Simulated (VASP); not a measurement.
A run of VASP 6.6.1 is set up as follows.

INCAR

```
ALGO = Normal ; EDIFF = 1E-6
ENCUT = 520 ; GGA = PS
ISIF = 2 ; ISMEAR = 0
LASPH = True ; LCHARG = False
LREAL = False ; LWAVE = False
NBANDS = 16 ; NELM = 80
PREC = Accurate ; SIGMA = 0.15
```

KPOINTS

```
k-points
0
Gamma
  16 16 16
```

File POSCAR:

```
MnS
1.0
    0.0000000000      2.4823828122      2.4823828122
    2.4823828122      0.0000000000      2.4823828122
    2.4823828122      2.4823828122      0.0000000000
Mn S
1 1
Direct
    0.0000000000      0.0000000000      0.0000000000
    0.7500000000      0.7500000000      0.7500000000
```

Potentials or basis: VASP PAW PBE potentials, release 64 (Mn_pv, S).

The run is started by

```sh
$ cat potpaw_PBE.64/Mn_pv/POTCAR potpaw_PBE.64/S/POTCAR > POTCAR
$ mpirun -np 1 vasp_std > vasp.out
```

Task: Predict the band gap on the k mesh.

Result: Zero (an odd number of electrons rules out a gap without spin polarisation).

Task: What does it give for the pressure?

Result: -4.4 GPa.

Caveat: the cell stands under tension; the PAW data sets were made with another functional, which shifts forces and pressure a little; an odd number of electrons without spin polarisation forces a metal; a magnetic or distorted state may lie lower; the run has no spin polarisation, though such a crystal can be magnetic; semilocal functionals often make such compounds metallic where correlation or magnetic order opens a gap, which also shifts bond lengths. Spin polarisation is off, so any magnetic state and its effect on volume and gap are missing.
